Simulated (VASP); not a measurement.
# ZnO (P6_3mc) in VASP: single point with PBE

Aim: the single point of ZnO with PBE.

Everything below comes from runs of VASP 6.6.1. Logs are shortened: lines on timing, memory, paths and dates and some standing lists are left out, and cuts for length are marked.

### 1 The cell of the first run

It takes space group P6_3mc (No. 186, hexagonal). Conventional cell: a = 3.279 Å, b = 3.279 Å, c = 5.293 Å, α = 90.00°, β = 90.00°, γ = 120.00°. Zn (site symmetry 3m) has 4 O at 2.00 to 2.01 Å within 2.6 Å. Within 2.6 Å of O (site symmetry 3m) lie 4 Zn at 2.00 to 2.01 Å.

### 2 Single point, PBE

File INCAR:

```
SYSTEM = ZnO
ALGO = Normal
EDIFF = 1E-7
ENCUT = 520
GGA = PE
ISIF = 2
ISMEAR = 0
LASPH = .TRUE.
LCHARG = .FALSE.
LREAL = .FALSE.
LWAVE = .FALSE.
NBANDS = 26
NELM = 80
PREC = Accurate
SIGMA = 0.02
```

File KPOINTS:

```
k-points
0
G
  9 9 6
  0 0 0
```

File POSCAR:

```
ZnO
1.0
    3.2793875128      0.0000000000      0.0000000000
   -1.6396937564      2.8400328950      0.0000000000
    0.0000000000      0.0000000000      5.2931776442
Zn O
2 2
Direct
    0.6666666667      0.3333333333      0.5006021939
    0.3333333333      0.6666666667      0.0006021939
    0.6666666667      0.3333333333      0.8797078061
    0.3333333333      0.6666666667      0.3797078061
```

Potentials or basis: VASP PAW PBE potentials, release 64 (Zn, O).

Launch:

```bash
$ cat potpaw_PBE.64/Zn/POTCAR potpaw_PBE.64/O/POTCAR > POTCAR
$ mpirun -np 1 vasp_std > vasp.out
```

OUTCAR:

```text
SYSTEM = ZnO
   EDIFF = 1E-7
   ENCUT = 520
   GGA = PE
   ISIF = 2
   ISMEAR = 0
   LASPH = .TRUE.
   LREAL = .FALSE.
   NELM = 80
   PREC = Accurate

 ion  position               nearest neighbor table
   1  0.667  0.333  0.501-   4 2.00   4 2.00   4 2.00   3 2.01
   2  0.333  0.667  0.001-   3 2.00   3 2.00   3 2.00   4 2.01
   3  0.667  0.333  0.880-   2 2.00   2 2.00   2 2.00   1 2.01
   4  0.333  0.667  0.380-   1 2.00   1 2.00   1 2.00   2 2.01

  LATTYP: Found a hexagonal cell.
 ALAT       =     3.2793875128
 C/A-ratio  =     1.6140750745

  Lattice vectors:

 A1 = (   3.2793875128,   0.0000000000,   0.0000000000)
 A2 = (  -1.6396937564,   2.8400328950,   0.0000000000)
 A3 = (   0.0000000000,   0.0000000000,   5.2931776442)

Analysis of symmetry for initial positions (statically):
=====================================================================
 Subroutine PRICEL returns:
 Original cell was already a primitive cell.

 Routine SETGRP: Setting up the symmetry group for a
 hexagonal supercell.

 Subroutine GETGRP returns: Found 12 space group operations
 (whereof  6 operations were pure point group operations)
 out of a pool of 24 trial point group operations.

The static configuration has the point symmetry C_3v.
 The point group associated with its full space group is C_6v.

Analysis of symmetry for dynamics (positions and initial velocities):
=====================================================================
 Subroutine PRICEL returns:
 Original cell was already a primitive cell.

 Routine SETGRP: Setting up the symmetry group for a
 hexagonal supercell.

 Subroutine GETGRP returns: Found 12 space group operations
 (whereof  6 operations were pure point group operations)
 out of a pool of 24 trial point group operations.

The dynamic configuration has the point symmetry C_3v.
 The point group associated with its full space group is C_6v.

 Subroutine INISYM returns: Found 12 space group operations
 (whereof  6 operations are pure point group operations),
 and found     1 'primitive' translations

----------------------------------------------------------------------------------------

                                     Primitive cell

  volume of cell :      49.2984

  direct lattice vectors                    reciprocal lattice vectors
     3.279387513  0.000000000  0.000000000     0.304934990  0.176054299  0.000000000
    -1.639693756  2.840032895  0.000000000     0.000000000  0.352108598  0.000000000
     0.000000000  0.000000000  5.293177644     0.000000000  0.000000000  0.188922433

  length of vectors
     3.279387513  3.279387513  5.293177644     0.352108598  0.352108598  0.188922433

  position of ions in fractional coordinates (direct lattice)
     0.666666667  0.333333333  0.500602194
     0.333333333  0.666666667  0.000602194
     0.666666667  0.333333333  0.879707806
     0.333333333  0.666666667  0.379707806

  ion indices of the primitive-cell ions
   primitive index   ion index
                 1           1
                 2           2
                 3           3
                 4           4

----------------------------------------------------------------------------------------

 KPOINTS: k-points

Automatic generation of k-mesh.
 Grid dimensions read from file:
 generate k-points for:    9    9    6

 Generating k-lattice:

  Cartesian coordinates                     Fractional coordinates (reciprocal lattice)
     0.033881666  0.019561589  0.000000000     0.111111111  0.000000000  0.000000000
     0.000000000  0.039123178  0.000000000     0.000000000  0.111111111  0.000000000
     0.000000000  0.000000000  0.031487072     0.000000000  0.000000000  0.166666667

  Length of vectors
     0.039123178  0.039123178  0.031487072

  Shift w.r.t. Gamma in fractional coordinates (k-lattice)
     0.000000000  0.000000000  0.000000000

 Subroutine IBZKPT returns following result:
 ===========================================

 Found     48 irreducible k-points:

 Following reciprocal coordinates:
            Coordinates               Weight
  0.000000  0.000000  0.000000      1.000000
  0.111111 -0.000000  0.000000      6.000000
  0.222222  0.000000  0.000000      6.000000
  0.333333  0.000000  0.000000      6.000000
  0.444444  0.000000  0.000000      6.000000
  0.111111  0.111111  0.000000      6.000000
[... 16 lines left out ...]
  0.333333  0.222222  0.166667     24.000000
  0.333333  0.333333  0.166667      4.000000
 [... further k-points ...]
   k-points           NKPTS =     48   k-points in BZ     NKDIM =     48   number of bands    NBANDS=     26
   number of dos      NEDOS =    301   number of ions     NIONS =      4
   total plane-waves  NPLWV =  23040
   dimension x,y,z NGX =    24 NGY =   24 NGZ =   40
   dimension x,y,z NGXF=    48 NGYF=   48 NGZF=   80
   ions per type =               2   2
   NGX,Y,Z   is equivalent  to a cutoff of  12.17, 12.17, 12.56 a.u.
   NGXF,Y,Z  is equivalent  to a cutoff of  24.33, 24.33, 25.13 a.u.
 SYSTEM =  ZnO
   PREC   = accura    normal or accurate (medium, high low for compatibility)
   ISTART =      0    job   : 0-new  1-cont  2-samecut
   ICHARG =      2    charge: 1-file 2-atom 10-const
   ISPIN  =      1    spin polarized calculation?
   LNONCOLLINEAR =      F non collinear calculations
   LSORBIT =      F    spin-orbit coupling
   LASPH  =      T    aspherical Exc in radial PAW
   ENCUT  =  520.0 eV  38.22 Ry    6.18 a.u.   6.10  6.10  9.84*2*pi/ulx,y,z
   NELM   =     80;   NELMIN=  2; NELMDL= -5     # of ELM steps
   EDIFF  = 0.1E-06   stopping-criterion for ELM
   LREAL  =      F    real-space projection
   EDIFFG = 0.1E-05   stopping-criterion for IOM
   NSW    =      0    number of steps for IOM
   IBRION =     -1    ionic relax: 0-MD 1-quasi-New 2-CG
   NFREE  =      0    steps in history (QN), initial steepest desc. (CG)
   ISIF   =      2    stress and relaxation
   ISYM   =      2    0-nonsym 1-usesym 2-fastsym
   POTIM  = 0.5000    time-step for ionic-motion
   TEBEG  =    0.0;   TEEND  =   0.0 temperature during run
   PSTRESS=    0.0 pullay stress
   NELECT =      36.0000    total number of electrons
   NUPDOWN=      -1.0000    fix difference up-down
   EMIN   =  10.00;   EMAX   =-10.00  energy-range for DOS
   EFERMI =   0.00;   METHOD = LEGACY
   ISMEAR =     0;   SIGMA  =   0.02  broadening in eV -4-tet -1-fermi 0-gaus
   EFERMI_NEDOS =   21; number of points for ismear=-14 and -15
   IALGO  =     38    algorithm
   IMIX   =      4    mixing-type and parameters
     AMIX     =   0.40;   BMIX     =  1.00
     AMIX_MAG =   1.60;   BMIX_MAG =  1.00
  volume/ion in A,a.u.               =      12.32        83.17
  Fermi-wavevector in a.u.,A,eV,Ry     =   1.474229  2.785888 29.570218  2.173350
  Thomas-Fermi vector in A             =   2.589025
   LORBIT       =      0    0 simple, 1 ext, 2 COOP (PROOUT), +10 PAW based schemes
   GGA     = PE    functional components
   LHFCALC =     F    Hartree Fock is set to
   AEXX    =    0.0000 exact exchange contribution
   IVDW    =     0    specifies the selected vdW correction
   LEPSILON=     F    determine dielectric tensor
   LRPA    =     F    only Hartree local field effects (RPA)
 non-spin polarized calculation
 Gauss-broadening in eV      SIGMA  =   0.02
  energy-cutoff  :      520.00
  volume of cell :       49.30
 maximum number of plane-waves:      1350
   NGX = 13   NGY = 13   NGZ = 19

 number of electron      36.0000039 magnetization

 Free energy of the ion-electron system (eV)
  ---------------------------------------------------
  ext. energy  EPLUGINS =         0.00000000
  ---------------------------------------------------
  free energy    TOTEN  =       -17.86079541 eV

  energy without entropy =      -17.86079541  energy(sigma->0) =      -17.86079541

 E-fermi :   1.0093     XC(G=0): -10.7259

 val. band max:        0.8960936372   @ k =   0.0000   0.0000   0.0000
 cond. band min:       1.6239374520   @ k =   0.0000   0.0000   0.0000
 fundamental gap:      0.7278438148
 Fermi energy:         1.0092637201

 k-point     1 :       0.0000    0.0000    0.0000
  band No.  band energies     occupation
      1     -16.9229      2.00000
      2     -16.2554      2.00000
      3      -4.6415      2.00000
      4      -4.6415      2.00000
      5      -4.6017      2.00000
      6      -4.4873      2.00000
[... 18 lines left out ...]
     25      14.8280      0.00000
     26      14.8281      0.00000

 k-point     2 :       0.1111   -0.0000    0.0000
  band No.  band energies     occupation
      1     -16.8599      2.00000
      2     -16.2275      2.00000
      3      -4.7087      2.00000
      4      -4.6047      2.00000
      5      -4.5634      2.00000
      6      -4.4701      2.00000
[... 18 lines left out ...]
     25      14.8024      0.00000
     26      14.9574      0.00000

 k-point     3 :       0.2222    0.0000    0.0000
  band No.  band energies     occupation
      1     -16.6921      2.00000
      2     -16.1607      2.00000
      3      -4.8377      2.00000
      4      -4.5429      2.00000
      5      -4.5188      2.00000
      6      -4.4088      2.00000
[... 18 lines left out ...]
     25      14.2256      0.00000
     26      14.9251      0.00000

 k-point     4 :       0.3333    0.0000    0.0000
  band No.  band energies     occupation
      1     -16.4796      2.00000
      2     -16.0980      2.00000
      3      -4.9026      2.00000
      4      -4.5734      2.00000
      5      -4.4411      2.00000
      6      -4.2391      2.00000
[... 18 lines left out ...]
     25      14.1120      0.00000
     26      14.7515      0.00000

 k-point     5 :       0.4444    0.0000    0.0000
  band No.  band energies     occupation
      1     -16.3133      2.00000
      2     -16.0800      2.00000
      3      -4.8530      2.00000
      4      -4.6069      2.00000
      5      -4.4052      2.00000
      6      -4.0539      2.00000
[... 18 lines left out ...]
     25      13.9480      0.00000
     26      14.8517      0.00000

 k-point     6 :       0.1111    0.1111    0.0000
  band No.  band energies     occupation
      1     -16.7444      2.00000
      2     -16.1800      2.00000
      3      -4.7760      2.00000
      4      -4.5947      2.00000
      5      -4.5074      2.00000
      6      -4.4600      2.00000
[... 427 lines left out ...]
 k-point    21 :       0.4444    0.1111    0.1667
  band No.  band energies     occupation
      1     -16.2491      2.00000
      2     -16.0923      2.00000
      3      -4.8188      2.00000
      4      -4.6081      2.00000
      5      -4.4006      2.00000
      6      -4.0867      2.00000
[... 18 lines left out ...]
     25      13.5847      0.00000
     26      14.5499      0.00000

 k-point    22 :       0.2222    0.2222    0.1667
  band No.  band energies     occupation
      1     -16.3557      2.00000
      2     -16.0981      2.00000
      3      -4.7313      2.00000
      4      -4.6741      2.00000
      5      -4.3546      2.00000
      6      -4.2958      2.00000
[... 18 lines left out ...]
     25      12.6521      0.00000
     26      15.8296      0.00000

 k-point    23 :       0.3333    0.2222    0.1667
  band No.  band energies     occupation
      1     -16.2195      2.00000
      2     -16.0926      2.00000
      3      -4.6963      2.00000
      4      -4.4952      2.00000
      5      -4.3480      2.00000
      6      -4.1729      2.00000
[... 18 lines left out ...]
     25      13.4166      0.00000
     26      14.8330      0.00000

 k-point    24 :       0.3333    0.3333    0.1667
  band No.  band energies     occupation
      1     -16.1319      2.00000
      2     -16.1319      2.00000
      3      -4.6459      2.00000
      4      -4.3757      2.00000
      5      -4.3757      2.00000
      6      -4.0354      2.00000
[... 18 lines left out ...]
     25      14.1767      0.00000
     26      14.9457      0.00000

 [... further k-points ...]

------------------------ aborting loop because EDIFF is reached ----------------------------------------

  FORCE on cell =-STRESS in cart. coord.  units (eV):
  Direction    XX          YY          ZZ          XY          YZ          ZX
  --------------------------------------------------------------------------------------
  -------------------------------------------------------------------------------------
  Total        0.2838776      0.2838776      0.2817342      0.0000000     -0.0000000     -0.0000000
  in kB        9.2259074      9.2259074      9.1562491      0.0000000     -0.0000000     -0.0000000
  external PRESSURE =       9.2026879 kB  Pullay stress =       0.0000000 kB

 VOLUME and BASIS-vectors are now :
 -----------------------------------------------------------------------------
  energy-cutoff  :      520.00
  volume of cell :       49.30
      direct lattice vectors                 reciprocal lattice vectors
     3.279387513  0.000000000  0.000000000     0.304934990  0.176054299  0.000000000
    -1.639693756  2.840032895  0.000000000     0.000000000  0.352108598  0.000000000
     0.000000000  0.000000000  5.293177644     0.000000000  0.000000000  0.188922433

 POSITION                                       TOTAL-FORCE (eV/Angst)
 -----------------------------------------------------------------------------------
      1.63969      0.94668      2.64978         0.000000     -0.000000      0.001481
     -0.00000      1.89336      0.00319        -0.000000      0.000000      0.001481
      1.63969      0.94668      4.65645         0.000000     -0.000000     -0.001481
     -0.00000      1.89336      2.00986         0.000000      0.000000     -0.001481
 -----------------------------------------------------------------------------------
    total drift:                               -0.000001     -0.000001     -0.001017

  FREE ENERGIE OF THE ION-ELECTRON SYSTEM (eV)
  ---------------------------------------------------
  free  energy   TOTEN  =       -17.8607954077 eV

  energy  without entropy=      -17.8607954077  energy(sigma->0) =      -17.86079541
```

Run time: 55 s. Hardware: 1 thread of Intel Xeon Platinum 8259CL at 2.50GHz (Skylake/Cascade Lake), shared host; peak memory 0.19 GiB.

Results:

```
Free energy            : -17.8608 eV
Pressure               : 0.9 GPa
Band gap on the k mesh : 0.73 eV, direct
```

Levels at points of the mesh, in eV from the valence-band top:
```csv
k point,band 16,band 17,band 18,band 19,band 20,band 21
"(0.00, 0.00, 0.00)",-0.08,0.00,0.00,0.73,5.09,8.07
"(0.00, 0.00, 0.50)",-0.37,-0.37,-0.37,3.36,3.36,9.91
```
